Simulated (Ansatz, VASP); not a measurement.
**Two plane-wave programs on Si3BTe2**

```
Si B Te
1.0
     3.34931    0.00000    0.00000
     0.00000    3.34931    0.00000
     0.00000    0.00000   10.40455
Si B Te
3 1 2
Direct
  0.00000 0.00000 0.00000
  0.50000 0.00000 0.83424
  0.00000 0.50000 0.16576
  0.50000 0.50000 0.00000
  0.50000 0.00000 0.32482
  0.00000 0.50000 0.67518
```

Change from the starting cell: species swapped into the Mn3CoAs2 type (P-4m2, No. 115).

Alike in both runs: functional PBE; k mesh 12 × 12 × 4; occupations gaussian, width 0.1 eV; no spin polarisation.

Ansatz relaxed the structure, and its values are those at the end. VASP's run is a single point on that final structure, the one shown.

```csv
,VASP,Ansatz
version,VASP 6.6.1,Ansatz 0.2.0
potentials or method,"VASP PAW PBE potentials, release 64 (Si, B, Te), cutoff 520 eV","scalar-relativistic, plane waves, PAW"
valence electrons in the cell,27,47
```

Ansatz gave:

| Property | Result |
| --- | --- |
| gap on the k mesh at the Fermi level (eV) | none |
| pressure (GPa) | 0.0 |
| rms of the force components (eV/Å) | 0.000 |

Which values does VASP return?

gap on the k mesh at the Fermi level (eV): none; pressure (GPa): 0.0; rms of the force components (eV/Å): 0.005.

A gap of «none» marks a metal or a gap that the smearing closes. VASP's potentials hold 27 valence electrons a cell and Ansatz's 47, so a difference there can come from the potentials and not from the codes.

Neither program's run includes spin-orbit coupling.
